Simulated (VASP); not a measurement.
# SrO (R-3m) in VASP: further runs

The runs below take SrO through single point, with HSE06.

All numbers are computed with VASP 6.6.1; they aren't measurements. Logs are shortened: lines on timing, memory, paths and dates and some standing lists are left out, and cuts for length are marked.

## (1) The cell of the first run

It takes space group R-3m (No. 166, trigonal). Conventional cell: a = 3.539 Å, b = 3.539 Å, c = 9.118 Å, α = 90.00°, β = 90.00°, γ = 120.00°. Within 3.4 Å of Sr (site symmetry -3m) lie 6 O at 2.55 Å. O (site symmetry -3m) has 6 Sr at 2.55 Å within 3.4 Å.

## (2) Single point, HSE06 (epitaxial 111 strain -3.0%)

POSCAR

```
SrO
1.0
    0.0864678396      2.5889633957      2.5889633957
    2.5889633957      0.0864678396      2.5889633957
    2.5889633957      2.5889633957      0.0864678396
Sr O
1 1
Direct
    0.0000000000      0.0000000000      0.0000000000
    0.5000000000      0.5000000000      0.5000000000
```

INCAR.step1

```
SYSTEM = SrO
PREC = Accurate
ENCUT = 520
EDIFF = 1E-5
ISMEAR = 0
SIGMA = 0.01
LREAL = .FALSE.
LASPH = .TRUE.
NELM = 80
ALGO = Normal
ISIF = 2
LWAVE = .TRUE.
LCHARG = .FALSE.
GGA = PE
NBANDS = 15
```

INCAR.step2

```
SYSTEM = SrO
PREC = Accurate
ENCUT = 520
EDIFF = 1E-6
ISMEAR = 0
SIGMA = 0.01
LREAL = .FALSE.
LASPH = .TRUE.
NELM = 80
ALGO = Normal
ISIF = 2
LWAVE = .FALSE.
LCHARG = .FALSE.
GGA = PE
LHFCALC = .TRUE.
HFSCREEN = 0.2079
PRECFOCK = Normal
ISTART = 1
NBANDS = 15
```

KPOINTS

```
Automatic mesh
0
G
  6 6 6
  0 0 0
```

Potentials or basis: VASP PAW PBE potentials, release 64 (Sr_sv, O).

Launch:

```sh
cat potpaw_PBE.64/Sr_sv/POTCAR potpaw_PBE.64/O/POTCAR > POTCAR
cp INCAR.step1 INCAR
mpirun -np 1 vasp_std > vasp.out
cp INCAR.step2 INCAR
mpirun -np 1 vasp_std > vasp.out
```

OUTCAR:

```text
SYSTEM = SrO
   PREC = Accurate
   ENCUT = 520
   EDIFF = 1E-6
   ISMEAR = 0
   LREAL = .FALSE.
   LASPH = .TRUE.
   NELM = 80
   ISIF = 2
   GGA = PE
   LHFCALC = .TRUE.
   HFSCREEN = 0.2079
   PRECFOCK = Normal
   ISTART = 1

 ion  position               nearest neighbor table
   1  0.000  0.000  0.000-   2 2.55   2 2.55   2 2.55   2 2.55   2 2.55   2 2.55
   2  0.500  0.500  0.500-   1 2.55   1 2.55   1 2.55   1 2.55   1 2.55   1 2.55

  LATTYP: Found a trigonal (rhomboedric) cell.
 ALAT       =     3.6623680339
 COS(alpha) =     0.5331013046

  Lattice vectors:

 A1 = (   0.0864678396,   2.5889633957,   2.5889633957)
 A2 = (   2.5889633957,   0.0864678396,   2.5889633957)
 A3 = (   2.5889633957,   2.5889633957,   0.0864678396)

Analysis of symmetry for initial positions (statically):
=====================================================================
 Subroutine PRICEL returns:
 Original cell was already a primitive cell.

 Routine SETGRP: Setting up the symmetry group for a
 trigonal (rhombohedral) supercell.

 Subroutine GETGRP returns: Found 12 space group operations
 (whereof 12 operations were pure point group operations)
 out of a pool of 12 trial point group operations.

The static configuration has the point symmetry D_3d.

Analysis of symmetry for dynamics (positions and initial velocities):
=====================================================================
 Subroutine PRICEL returns:
 Original cell was already a primitive cell.

 Routine SETGRP: Setting up the symmetry group for a
 trigonal (rhombohedral) supercell.

 Subroutine GETGRP returns: Found 12 space group operations
 (whereof 12 operations were pure point group operations)
 out of a pool of 12 trial point group operations.

The dynamic configuration has the point symmetry D_3d.

 Subroutine INISYM returns: Found 12 space group operations
 (whereof 12 operations are pure point group operations),
 and found     1 'primitive' translations

----------------------------------------------------------------------------------------

                                     Primitive cell

  volume of cell :      32.9682

  direct lattice vectors                    reciprocal lattice vectors
     0.086467840  2.588963396  2.588963396    -0.203082285  0.196518825  0.196518825
     2.588963396  0.086467840  2.588963396     0.196518825 -0.203082285  0.196518825
     2.588963396  2.588963396  0.086467840     0.196518825  0.196518825 -0.203082285

  length of vectors
     3.662368034  3.662368034  3.662368034     0.344211724  0.344211724  0.344211724

  position of ions in fractional coordinates (direct lattice)
     0.000000000  0.000000000  0.000000000
     0.500000000  0.500000000  0.500000000

  ion indices of the primitive-cell ions
   primitive index   ion index
                 1           1
                 2           2

----------------------------------------------------------------------------------------

 KPOINTS: Automatic mesh

Automatic generation of k-mesh.
 Grid dimensions read from file:
 generate k-points for:    6    6    6

 Generating k-lattice:

  Cartesian coordinates                     Fractional coordinates (reciprocal lattice)
    -0.033847047  0.032753137  0.032753137     0.166666667 -0.000000000 -0.000000000
     0.032753137 -0.033847047  0.032753137    -0.000000000  0.166666667 -0.000000000
     0.032753137  0.032753137 -0.033847047    -0.000000000 -0.000000000  0.166666667

  Length of vectors
     0.057368621  0.057368621  0.057368621

  Shift w.r.t. Gamma in fractional coordinates (k-lattice)
     0.000000000  0.000000000  0.000000000

 Subroutine IBZKPT returns following result:
 ===========================================

 Found     32 irreducible k-points:

 Following reciprocal coordinates:
            Coordinates               Weight
  0.000000  0.000000  0.000000      1.000000
  0.166667 -0.000000 -0.000000      6.000000
  0.333333 -0.000000 -0.000000      6.000000
  0.500000  0.000000  0.000000      3.000000
  0.166667  0.166667 -0.000000      6.000000
  0.333333  0.166667 -0.000000     12.000000
[... 16 lines left out ...]
  0.500000  0.500000  0.166667      6.000000
 -0.333333  0.500000  0.166667     12.000000
 [... further k-points ...]
   k-points           NKPTS =     32   k-points in BZ     NKDIM =    216   number of bands    NBANDS=     15
   number of dos      NEDOS =    301   number of ions     NIONS =      2
   total plane-waves  NPLWV =  21952
   dimension x,y,z NGX =    28 NGY =   28 NGZ =   28
   dimension x,y,z NGXF=    56 NGYF=   56 NGZF=   56
   ions per type =               1   1
   NGX,Y,Z   is equivalent  to a cutoff of  12.71, 12.71, 12.71 a.u.
   NGXF,Y,Z  is equivalent  to a cutoff of  25.42, 25.42, 25.42 a.u.
 SYSTEM =  SrO
   PREC   = accura    normal or accurate (medium, high low for compatibility)
   ISTART =      1    job   : 0-new  1-cont  2-samecut
   ICHARG =      0    charge: 1-file 2-atom 10-const
   ISPIN  =      1    spin polarized calculation?
   LNONCOLLINEAR =      F non collinear calculations
   LSORBIT =      F    spin-orbit coupling
   LASPH  =      T    aspherical Exc in radial PAW
   ENCUT  =  520.0 eV  38.22 Ry    6.18 a.u.   6.81  6.81  6.81*2*pi/ulx,y,z
   NELM   =     80;   NELMIN=  2; NELMDL=  0     # of ELM steps
   EDIFF  = 0.1E-05   stopping-criterion for ELM
   LREAL  =      F    real-space projection
   EDIFFG = 0.1E-04   stopping-criterion for IOM
   NSW    =      0    number of steps for IOM
   IBRION =     -1    ionic relax: 0-MD 1-quasi-New 2-CG
   NFREE  =      0    steps in history (QN), initial steepest desc. (CG)
   ISIF   =      2    stress and relaxation
   ISYM   =      3    0-nonsym 1-usesym 2-fastsym
   POTIM  = 0.5000    time-step for ionic-motion
   TEBEG  =    0.0;   TEEND  =   0.0 temperature during run
   PSTRESS=    0.0 pullay stress
   NELECT =      16.0000    total number of electrons
   NUPDOWN=      -1.0000    fix difference up-down
   EMIN   =  10.00;   EMAX   =-10.00  energy-range for DOS
   EFERMI =   0.00;   METHOD = LEGACY
   ISMEAR =     0;   SIGMA  =   0.01  broadening in eV -4-tet -1-fermi 0-gaus
   EFERMI_NEDOS =   21; number of points for ismear=-14 and -15
   IALGO  =     38    algorithm
   IMIX   =      1    mixing-type and parameters
     AMIX     =   0.40;   BMIX     =  1.00
     AMIX_MAG =   1.60;   BMIX_MAG =  1.00
  volume/ion in A,a.u.               =      16.48       111.24
  Fermi-wavevector in a.u.,A,eV,Ry     =   1.286520  2.431170 22.519454  1.655133
  Thomas-Fermi vector in A             =   2.418589
   LORBIT       =      0    0 simple, 1 ext, 2 COOP (PROOUT), +10 PAW based schemes
   GGA     = PE    functional components
   LHFCALC =     T    Hartree Fock is set to
   PRECFOCK=normal    Normal, Fast or Accurate (Low or Medium for compatibility)
   ENCUT4O =  -1.0   cutoff for four orbital integrals eV
   NKREDX  =     1    reduce k-point grid by
   NKREDY  =     1    reduce k-point grid by
   NKREDZ  =     1    reduce k-point grid by
   AEXX    =    0.2500 exact exchange contribution
   HFSCREEN=    0.2079 screening length (either q_TF or 0.3 A-1)
   HFSCREENC=   0.2079 screening length for correlation (either q_TF or 0.3 A-1)
   ENCUTFOCK=  -1.0 apply spherical cutoff to Coloumb kernel
   IVDW    =     0    specifies the selected vdW correction
   LEPSILON=     F    determine dielectric tensor
   LRPA    =     F    only Hartree local field effects (RPA)
 non-spin polarized calculation
 Gauss-broadening in eV      SIGMA  =   0.01
  energy-cutoff  :      520.00
  volume of cell :       32.97
 maximum number of plane-waves:       914
  NGX = 24; NGY = 24; NGZ = 24

 number of electron      15.9999998 magnetization

 Free energy of the ion-electron system (eV)
  ---------------------------------------------------
  ext. energy  EPLUGINS =         0.00000000
  ---------------------------------------------------
  free energy    TOTEN  =       -14.14234307 eV

  energy without entropy =      -14.14234307  energy(sigma->0) =      -14.14234307

 E-fermi :   0.9695     XC(G=0):  -8.3809

 val. band max:        0.7868776510   @ k =   0.0000   0.0000   0.0000
 cond. band min:       5.4579657293   @ k =   0.5000   0.5000  -0.0000
 fundamental gap:      4.6710880783
 Fermi energy:         0.9695418739

 k-point     1 :       0.0000    0.0000    0.0000
  band No.  band energies     occupation
      1     -33.5011      2.00000
      2     -15.8587      2.00000
      3     -13.8399      2.00000
      4     -13.7950      2.00000
      5     -13.7950      2.00000
      6       0.6735      2.00000
      7       0.7869      2.00000
      8       0.7869      2.00000
      9       6.4133      0.00000
     10       8.2896      0.00000
     11       8.8799      0.00000
     12       8.8799      0.00000
     13      11.0355      0.00000
     14      11.0355      0.00000
     15      15.2107      0.00000

 k-point     2 :       0.1667   -0.0000   -0.0000
  band No.  band energies     occupation
      1     -33.4566      2.00000
      2     -16.2978      2.00000
      3     -13.8501      2.00000
      4     -13.8265      2.00000
      5     -13.4641      2.00000
      6       0.0242      2.00000
      7       0.2915      2.00000
      8       0.4362      2.00000
      9       7.6184      0.00000
     10       8.5074      0.00000
     11       8.9668      0.00000
     12       9.5117      0.00000
     13      11.8044      0.00000
     14      11.8081      0.00000
     15      17.1289      0.00000
[... 365 lines left out ...]
      3     -14.6260      2.00000
      4     -14.1206      2.00000
      5     -13.7454      2.00000
      6      -0.0056      2.00000
      7       0.2044      2.00000
      8       0.4391      2.00000
      9       6.3579      0.00000
     10      10.6091      0.00000
     11      11.7228      0.00000
     12      13.0716      0.00000
     13      13.4569      0.00000
     14      15.1834      0.00000
     15      16.7191      0.00000

 k-point    24 :      -0.3333    0.5000    0.1667
  band No.  band energies     occupation
      1     -33.2784      2.00000
      2     -16.3039      2.00000
      3     -14.7863      2.00000
      4     -14.4075      2.00000
      5     -13.5531      2.00000
      6      -0.2301      2.00000
      7       0.2726      2.00000
      8       0.4291      2.00000
      9       6.9532      0.00000
     10      10.1901      0.00000
     11      11.2080      0.00000
     12      13.8471      0.00000
     13      14.1280      0.00000
     14      15.9934      0.00000
     15      16.5957      0.00000

 [... further k-points ...]

------------------------ aborting loop because EDIFF is reached ----------------------------------------

  FORCE on cell =-STRESS in cart. coord.  units (eV):
  Direction    XX          YY          ZZ          XY          YZ          ZX
  --------------------------------------------------------------------------------------
  -------------------------------------------------------------------------------------
  Total        0.8737966      0.8737966      0.8737966     -0.4354824     -0.4354824     -0.4354824
  in kB       42.4644875     42.4644875     42.4644875    -21.1634337    -21.1634337    -21.1634337
  external PRESSURE =      42.4644875 kB  Pullay stress =       0.0000000 kB

 VOLUME and BASIS-vectors are now :
 -----------------------------------------------------------------------------
  energy-cutoff  :      520.00
  volume of cell :       32.97
      direct lattice vectors                 reciprocal lattice vectors
     0.086467840  2.588963396  2.588963396    -0.203082285  0.196518825  0.196518825
     2.588963396  0.086467840  2.588963396     0.196518825 -0.203082285  0.196518825
     2.588963396  2.588963396  0.086467840     0.196518825  0.196518825 -0.203082285

 POSITION                                       TOTAL-FORCE (eV/Angst)
 -----------------------------------------------------------------------------------
      0.00000      0.00000      0.00000         0.000000     -0.000000      0.000000
      2.63220      2.63220      2.63220        -0.000000      0.000000     -0.000000
 -----------------------------------------------------------------------------------
    total drift:                                0.000000      0.000000      0.000000

  FREE ENERGIE OF THE ION-ELECTRON SYSTEM (eV)
  ---------------------------------------------------
  free  energy   TOTEN  =       -14.1423430698 eV

  energy  without entropy=      -14.1423430698  energy(sigma->0) =      -14.14234307
```

It took 1.9 h on 1 thread of Intel Xeon Platinum 8488C (Sapphire Rapids), shared host; peak memory 0.29 GiB.

Results:

| Quantity | Value |
| --- | --- |
| Free energy | -14.1423 eV |
| Pressure | 4.2 GPa |
| Band gap on the k mesh | 4.67 eV (least direct gap 4.75 eV) |

Caveat: the cell differs from its parent crystal (epitaxial 111 strain -3.0%); the cell stands under pressure; the PAW data sets were made with another functional, which shifts forces and pressure a little. A k mesh can miss the band edges.

## (3) Single point, HSE06 (epitaxial 111 strain -1.0%)

POSCAR

```
SrO
1.0
    0.0285068023      2.5826002049      2.5826002049
    2.5826002049      0.0285068023      2.5826002049
    2.5826002049      2.5826002049      0.0285068023
Sr O
1 1
Direct
    0.0000000000      0.0000000000      0.0000000000
    0.5000000000      0.5000000000      0.5000000000
```

INCAR.step1

```
SYSTEM = SrO
PREC     = Accurate       ! precision mode
ENCUT    = 520            ! plane-wave cutoff, eV
EDIFF    = 1E-5           ! SCF threshold, eV
ISMEAR   = 0              ! smearing method
SIGMA    = 0.01           ! smearing width, eV
LREAL    = .FALSE.        ! projectors in reciprocal space
LASPH    = .TRUE.         ! aspherical terms in the spheres
NELM     = 80             ! most SCF steps
ALGO     = Normal         ! electronic algorithm
ISIF     = 2              ! what is computed and relaxed
LWAVE    = .TRUE.         ! write WAVECAR
LCHARG   = .FALSE.        ! write CHGCAR
GGA      = PE             ! functional
NBANDS   = 15             ! bands
```

INCAR.step2

```
SYSTEM = SrO
PREC     = Accurate       ! precision mode
ENCUT    = 520            ! plane-wave cutoff, eV
EDIFF    = 1E-6           ! SCF threshold, eV
ISMEAR   = 0              ! smearing method
SIGMA    = 0.01           ! smearing width, eV
LREAL    = .FALSE.        ! projectors in reciprocal space
LASPH    = .TRUE.         ! aspherical terms in the spheres
NELM     = 80             ! most SCF steps
ALGO     = Normal         ! electronic algorithm
ISIF     = 2              ! what is computed and relaxed
LWAVE    = .FALSE.        ! write WAVECAR
LCHARG   = .FALSE.        ! write CHGCAR
GGA      = PE             ! functional
LHFCALC  = .TRUE.         ! exact exchange
HFSCREEN = 0.2079         ! screening, 1/A
PRECFOCK = Normal       
ISTART   = 1            
NBANDS   = 15             ! bands
```

KPOINTS

```
regular mesh
0
G
  6 6 6
  0 0 0
```

Potentials or basis: VASP PAW PBE potentials, release 64 (Sr_sv, O).

Launch:

```sh
cat potpaw_PBE.64/Sr_sv/POTCAR potpaw_PBE.64/O/POTCAR > POTCAR
cp INCAR.step1 INCAR
mpirun -np 1 vasp_std > vasp.out
cp INCAR.step2 INCAR
mpirun -np 1 vasp_std > vasp.out
```

It took 1.7 h on 1 thread of Oxide Virtual Turin-like, shared host; peak memory 0.26 GiB.

Results (log left out):

```yaml
Free_energy: -14.1786 eV
Pressure: 1.5 GPa
Band_gap_on_the_k_mesh: 4.73 eV (least direct gap 4.82 eV)
```

Stress tensor (GPa, compression positive):
```
 1.49 -0.66 -0.66
-0.66  1.49 -0.66
-0.66 -0.66  1.49
```

Levels at points of the mesh, in eV from the valence-band top:
```tsv
k point	band 4	band 5	band 6	band 7	band 8	band 9	band 10	band 11	band 12	band 13
(0.00, 0.00, 0.00)	-14.67	-14.67	-0.04	0.00	0.00	5.48	7.73	7.94	7.94	10.13
(0.50, 0.00, 0.00)	-14.75	-13.69	-2.29	-1.27	-1.20	8.26	10.01	10.64	10.86	13.98
(0.50, 0.50, 0.00)	-15.08	-15.06	-0.49	-0.12	-0.10	4.73	9.57	12.05	12.18	13.08
(0.50, 0.50, 0.50)	-14.74	-13.63	-2.28	-1.17	-1.17	8.20	9.98	10.64	10.64	13.97
```

Caveat: the cell differs from its parent crystal (epitaxial 111 strain -1.0%); the PAW data sets were made with another functional, which shifts forces and pressure a little. A k mesh can miss the band edges.
